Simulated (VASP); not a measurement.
The system is Te.

```xyz
3
Lattice="4.5414 0.0000 0.0000 -2.2707 3.9329 0.0000 0.0000 0.0000 6.0402" Properties=species:S:1:pos:R:3 pbc="T T T"
Te    1.6599    2.8750    0.0000
Te   -0.6108    1.0580    4.0268
Te    1.2216    0.0000    2.0134
```

This cell differs from its parent crystal: volume scaled by 1.06.

Base run:

| Property | Result |
| --- | --- |
| Program | VASP 6.6.1 |
| Functional | PBEsol |
| Potentials or basis | VASP PAW PBE potentials, release 64 (Te) |
| Cutoff | 520 eV |
| k mesh | 7 × 7 × 5 |
| Occupations | fermi-dirac, width 0.05 eV |
| Spin | no spin polarisation |

Its results: band gap on the k mesh 0.60 eV, indirect (least direct gap 0.72 eV); pressure -3.3 GPa; largest force 0.162 eV/Å.

The run is repeated on the same cell with these changes: functional from PBEsol to r2SCAN. What comes out?

Band gap on the k mesh 0.79 eV, indirect (least direct gap 0.89 eV); pressure -1.8 GPa; largest force 0.353 eV/Å.

r2SCAN gives the wider gap, since meta-GGAs in the generalised Kohn-Sham scheme recover part of the derivative discontinuity.

Caveats: the PAW data sets were made with another functional, which shifts forces and pressure a little; spin-orbit coupling is left out, which moves the levels of the heavy elements.

A k mesh can miss the band edges.
